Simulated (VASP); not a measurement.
Write the native input for VASP 6.6.1 that does the following.

| Item | Value |
| --- | --- |
| Task | relaxation of cell and atoms |
| Functional | PBE |
| Potentials or basis | VASP PAW PBE potentials, release 64 (Ge_d, N) |
| Cutoff | 600 eV |
| k mesh | 6 × 6 × 6 |
| Occupations | fermi-dirac, width 0.02 eV |
| Spin | no spin polarisation |
| Dipole correction | no |
| Further INCAR settings | ALGO = Normal; EDIFF = 1e-07; IBRION = 2; EDIFFG = -0.005; NSW = 80; ISIF = 3 |

The structure of Ge3N4 lies in POSCAR:

```
Ge3N4
1.0
    0.0000000000      4.1545500000      4.1545500000
    4.1545500000      0.0000000000      4.1545500000
    4.1545500000      4.1545500000      0.0000000000
Ge N
6 8
Direct
    0.6250000000      0.6250000000      0.6250000000
    0.1250000000      0.6250000000      0.6250000000
    0.6250000000      0.6250000000      0.1250000000
    0.6250000000      0.1250000000      0.6250000000
    0.0000000000      0.0000000000      0.0000000000
    0.2500000000      0.2500000000      0.2500000000
    0.3832000000      0.3832000000      0.3832000000
    0.3996000000      0.8668000000      0.8668000000
    0.3832000000      0.3832000000      0.8504000000
    0.8668000000      0.3996000000      0.8668000000
    0.8504000000      0.3832000000      0.3832000000
    0.8668000000      0.8668000000      0.8668000000
    0.3832000000      0.8504000000      0.3832000000
    0.8668000000      0.8668000000      0.3996000000
```

The input as run:

INCAR

```
  PREC = Accurate
  ENCUT = 600
  EDIFF = 1E-7
  ISMEAR = -1
  SIGMA = 0.02
  LREAL = False
  LASPH = True
  NELM = 120
  ALGO = Normal
  ISIF = 3
  LWAVE = False
  LCHARG = False
  GGA = PE
  IBRION = 2
  NSW = 80
  EDIFFG = -0.005
  GGA_COMPAT = False
  NELMIN = 4
```

KPOINTS

```
Automatic mesh
0
Gamma
  6 6 6
```

Potentials or basis: VASP PAW PBE potentials, release 64 (Ge_d, N).

The run is started by

```sh
$ cat potpaw_PBE.64/Ge_d/POTCAR potpaw_PBE.64/N/POTCAR > POTCAR
$ mpirun -np 1 vasp_std > vasp.out
```

Results of the run:

```json
{"Relaxed volume": "10.25 Å³/atom", "Relaxed cell": "a = 5.877 Å, b = 5.877 Å, c = 5.877 Å, α = 60.00°, β = 60.00°, γ = 60.00°", "Space group after relaxing (to 0.1 Å)": "Fd-3m (No. 227)", "Energy gained by relaxing": "0.0 meV/atom", "Ionic steps": "3", "Pressure after relaxing": "0.0 GPa", "Band gap on the k mesh": "1.90 eV"}
```

Wall time 15 min on 1 thread of AMD EPYC 7R43 64-Core Processor (Zen 3) (shared host), peak memory 0.37 GiB.
